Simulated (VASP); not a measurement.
## ScPb: single point with PBE

ScPb:

```xyz
2
Lattice="3.0021 0.0000 0.0000 -1.5010 2.5999 0.0000 0.0000 0.0000 7.0781" Properties=species:S:1:pos:R:3 pbc="T T T"
Sc    0.0000    0.0000    3.5391
Pb    0.0000    0.0000    0.0000
```

| Item | Value |
| --- | --- |
| Program | VASP 6.6.1 |
| Task | single point |
| Functional | PBE |
| Potentials or basis | VASP PAW PBE potentials, release 64 (Sc_sv, Pb_d) |
| Cutoff | 520 eV |
| k mesh | 7 × 7 × 3 |
| Occupations | methfessel-paxton, width 0.05 eV |
| Spin | non-collinear spin, zero start, spin-orbit coupling |
| Starting moments | [[0.0, 0.0, 0.0], [0.0, 0.0, 0.0]] μB |

```
Pressure                                              : 10.0 GPa
Net moment                                            : 0.00 μB per cell
Valence electrons inside the program's atomic spheres : Sc 9.48; Pb 12.13
```

Stress tensor (GPa, compression positive):
```
19.51  0.00  0.00
 0.00 19.51  0.00
 0.00  0.00 -8.97
```

Moments on the atoms (μB; x, y, z):
```
Sc  0.00 0.00 0.00
Pb  0.00 0.00 0.00
```

It took 72 s on 1 thread of Intel(R) Xeon(R) 6975P-C (Granite Rapids), on a shared host, peak memory 0.31 GiB.

Caveat: the stress differs along the axes, from -9 to 20 GPa.
